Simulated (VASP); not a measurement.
RbCu2:

```xyz
3
Lattice="0.0000 3.1944 3.1944 3.1944 0.0000 3.1944 3.1944 3.1944 0.0000" Properties=species:S:1:pos:R:3 pbc="T T T"
Rb    0.0000    0.0000    0.0000
Cu    1.5972    1.5972    1.5972
Cu    4.7917    4.7917    4.7917
```

* Program: VASP 6.6.1
* Task: relaxation of cell and atoms
* Functional: PBE
* Potentials or basis: VASP PAW PBE potentials, release 64 (Rb_sv, Cu)
* Cutoff: 600 eV
* k mesh: 6 × 6 × 6
* Occupations: gaussian, width 0.1 eV
* Spin: no spin polarisation

At the start: pressure 14.3 GPa; volume 21.73 Å³/atom.

**Question.** Where does the relaxation end?

**Answer.** Over 6 steps the energy falls by 431.7 meV/atom and the volume is 36.78 Å³/atom (+69.3 %); space group Fm-3m (No. 225, to 0.05 Å).

Step by step:
| step | energy change (eV) | largest force (eV/Å) | pressure (GPa) | volume (Å³) |
| --- | --- | --- | --- | --- |
| 1 | 0.0000 | 0.0000 | 14.31 | 65.20 |
| 2 | -1.0440 | 0.0000 | 4.12 | 85.28 |
| 3 | -1.2597 | 0.0000 | 1.20 | 99.21 |
| 4 | -1.2103 | 0.0000 | -1.02 | 131.47 |
| 5 | -1.2918 | 0.0000 | -0.29 | 113.62 |
| 6 | -1.2952 | 0.0000 | -0.03 | 110.34 |

Final structure:
```
Rb Cu
1.0
     0.00000    3.80692    3.80692
     3.80692    0.00000    3.80692
     3.80692    3.80692    0.00000
Rb Cu
1 2
Direct
  0.00000 0.00000 0.00000
  0.25000 0.25000 0.25000
  0.75000 0.75000 0.75000
```

Caveat: the volume moved by over 15 % at a fixed basis, so the end points are rough.
